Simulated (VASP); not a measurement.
Sn2GeN2, 5 atoms in the cell. The structure is trigonal, space group P-3m1 (No. 164). The conventional cell has a = 4.050 Å, b = 4.050 Å, c = 6.440 Å, α = 90.00°, β = 90.00°, γ = 120.00°. Within 3.4 Å of Sn (site symmetry 3m) lie 4 N at 2.49 to 2.57 Å and 3 Sn at 2.91 Å and 3 Ge at 3.32 Å. Within 3.7 Å of Ge (site symmetry -3m) lie 6 N at 2.79 Å and 6 Sn at 3.32 Å. N (site symmetry 3m) has 4 Sn at 2.49 to 2.57 Å and 3 Ge at 2.79 Å within 3.3 Å. 

```yaml
Program: VASP 6.6.1
Task: relaxation of cell and atoms
Functional: PBE
Potentials_or_basis: VASP PAW PBE potentials, release 64 (Sn_d, Ge_d, N)
Cutoff: 600 eV
k_mesh: 3 × 3 × 2
Occupations: gaussian, width 0.15 eV
Spin: no spin polarisation
Dipole_correction: no
Further_INCAR_settings: ALGO = Normal; EDIFF = 1e-07; IBRION = 2; EDIFFG = -0.08; NSW = 36; ISIF = 3
```

Potentials or basis: VASP PAW PBE potentials, release 64 (Sn_d, Ge_d, N).

Run with:

```bash
$ cat potpaw_PBE.64/Sn_d/POTCAR potpaw_PBE.64/Ge_d/POTCAR potpaw_PBE.64/N/POTCAR > POTCAR
$ mpirun -np 1 vasp_std > vasp.out
```

Hardware: 1 thread of Intel(R) Xeon(R) 6975P-C (Granite Rapids), on a shared host.

Task: How long does it take, and how much memory?

Result: Wall time 9.8 min on 1 thread of Intel(R) Xeon(R) 6975P-C (Granite Rapids), on a shared host, peak memory 0.24 GiB. Counts: scf iterations 270, k points 6, ion steps 26.
